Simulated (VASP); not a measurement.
ZrC: electric field gradients with PBEsol

Crystal: ZrC.

```xyz
2
Lattice="0.0000 2.3502 2.3032 2.3502 0.0000 2.3032 2.3502 2.3502 0.0000" Properties=species:S:1:pos:R:3 pbc="T T T"
Zr    2.3502    2.3502    2.3032
C     0.0000    0.0000    0.0000
```

This cell differs from its parent crystal: zz strain of -2 %.

| Property | Result |
| --- | --- |
| Program | VASP 6.6.1 |
| Task | electric field gradients |
| Functional | PBEsol |
| Potentials or basis | VASP PAW PBE potentials, release 64 (Zr_sv, C) |
| Cutoff | 520 eV |
| k mesh | 15 × 15 × 15 |
| Occupations | fermi-dirac, width 0.05 eV |
| Spin | no spin polarisation |
| Dipole correction | no |
| Further INCAR settings | ALGO = Normal; EDIFF = 1e-08; NBANDS = 15 |

```yaml
Pressure: 0.6 GPa
Band_gap_on_the_k_mesh: zero (bands 8 and 9 overlap by 1.49 eV)
Largest_electric_field_gradient_by_atom: Zr -29.8; C -2.2 V/Å²
```

Stress tensor (GPa, compression positive):
```
-2.16  0.00  0.00
 0.00 -2.16  0.00
 0.00  0.00  6.00
```

Levels at points of the mesh, in eV from the Fermi level:
```tsv
k point	band 5	band 6	band 7	band 8	band 9	band 10	band 11	band 12
(0.00, 0.00, 0.00)	-11.35	0.92	0.92	1.00	1.00	1.04	1.21	2.75
```

Electric field gradients, principal values (V/Å²):
```tsv
atom	least	middle	greatest (by size)
1 Zr	14.881	14.881	-29.762
2 C	1.106	1.106	-2.212
```

It took 2.3 min on 1 thread of Intel Xeon 8259CL, on a shared host, peak memory 0.24 GiB.

Caveat: the cell differs from its parent crystal (zz strain of -2 %); the stress differs along the axes, from -2 to 6 GPa; without QUAD_EFG the Cq values of the log hold for a quadrupole moment of 1 mb, not for the nuclei; the PAW data sets were made with another functional, which shifts forces and pressure a little.
